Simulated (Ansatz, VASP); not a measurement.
**ZnSe: VASP beside Ansatz**

```
Zn Se
1.0
     4.00522    0.00000    0.00000
     0.00000    5.66424    0.00000
     0.00000    0.00000   11.28640
Zn Se
3 3
Direct
  0.25000 0.08475 0.35941
  0.75000 0.66468 0.50000
  0.25000 0.08475 0.64059
  0.75000 0.87986 0.31011
  0.25000 0.40609 0.50000
  0.75000 0.87986 0.68989
```

Alike in both runs: task single point; functional r2SCAN; k mesh 8 × 6 × 1; occupations fermi-dirac, width 0.02 eV; no spin polarisation.

|  | VASP | Ansatz |
| --- | --- | --- |
| version | VASP 6.6.1 | Ansatz 0.2.0 |
| potentials or method | VASP PAW PBE potentials, release 64 (Zn, Se) | PAW with Ansatz's default frozen-core files, scalar-relativistic |
| plane-wave cutoff (eV) | 520 | 500 |
| valence electrons in the cell | 54 | 84 |

|  | VASP | Ansatz | Ansatz less VASP |
| --- | --- | --- | --- |
| gap on the k mesh at the Fermi level (eV) | 2.44 | 2.43 | -0.003 |
| rms of the force components (eV/Å) | 0.009 | 0.004 | -0.0052 |

VASP's potentials were made for PBE, not for r2SCAN. With one functional, cell and mesh, what is left measures potentials, basis and numerics. VASP's potentials hold 54 valence electrons a cell and Ansatz's 84, so a difference there can come from the potentials and not from the codes. Ansatz's warnings: vacuum density over bound.
